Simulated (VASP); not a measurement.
Set up this calculation in VASP 6.6.1, as the native input.

| Property | Result |
| --- | --- |
| Task | single point |
| Functional | LDA |
| Potentials or basis | VASP PAW LDA potentials, release 64 (Li_sv, F) |
| Cutoff | 750 eV |
| k mesh | 10 × 10 × 10 |
| Occupations | fermi-dirac, width 0.03 eV |
| Spin | no spin polarisation |
| Dipole correction | no |
| Further INCAR settings | ALGO = Normal; EDIFF = 1e-06; NBANDS = 12 |

The structure of LiF lies in POSCAR:

```
LiF
1.0
    0.0000000000      2.0542800000      2.0140000000
    2.0542800000      0.0000000000      2.0140000000
    2.0542800000      2.0542800000      0.0000000000
Li F
1 1
Direct
    0.0000000000      0.0000000000      0.0000000000
    0.5000000000      0.5000000000      0.5000000000
```

This cell differs from its parent crystal: equal xx and yy strain of +2 %.

One way to write it, as run:

INCAR

```
SYSTEM = LiF
PREC = Accurate ; ENCUT = 750
EDIFF = 1E-6 ; ISMEAR = -1
SIGMA = 0.03 ; LREAL = .FALSE.
LASPH = .TRUE. ; NELM = 120
ALGO = Normal ; ISIF = 2
LWAVE = .FALSE. ; LCHARG = .TRUE.
LELF = .TRUE. ; LVHAR = .TRUE.
NBANDS = 12 ; GGA_COMPAT = .FALSE.
```

KPOINTS

```
regular mesh
0
G
  10 10 10
  0 0 0
```

Potentials or basis: VASP PAW LDA potentials, release 64 (Li_sv, F).

Run with:

```bash
$ cat potpaw_LDA.64/Li_sv/POTCAR potpaw_LDA.64/F/POTCAR > POTCAR
$ mpirun -np 1 vasp_std > vasp.out
```

It gave:

The pressure is -9.0 GPa and the band gap on the k mesh is 8.46 eV.

Caveat: the cell differs from its parent crystal (equal xx and yy strain of +2 %); the cell stands under tension.

Run time: 74 s on 1 thread of Intel Xeon 8259CL, on a shared host, peak memory 0.12 GiB.
